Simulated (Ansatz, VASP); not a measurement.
**Two plane-wave programs on CdSe**

```
CELL_PARAMETERS angstrom
4.30000 0.00000 0.00000
-2.15000 3.72391 0.00000
0.00000 0.00000 7.02000
ATOMIC_POSITIONS crystal
Cd 0.33333 0.66667 0.00000
Cd 0.66667 0.33333 0.50000
Se 0.33333 0.66667 0.38500
Se 0.66667 0.33333 0.88500
```

Alike in both runs: task single point; functional PBE; k mesh 6 × 6 × 4; no spin polarisation.

```csv
,VASP,Ansatz
version,VASP 6.6.1,Ansatz 0.2.0
potentials or method,"VASP PAW PBE potentials, release 64 (Cd, Se)","plane waves, PAW"
plane-wave cutoff (eV),520,420
occupations,"gaussian, width 0.01 eV",fixed
valence electrons in the cell,36,72
```

```csv
,VASP,Ansatz,Ansatz less VASP
gap on the k mesh at the Fermi level (eV),0.70,0.70,0.000
```

VASP's potentials hold 36 valence electrons a cell and Ansatz's 72, so a difference there can come from the potentials and not from the codes.
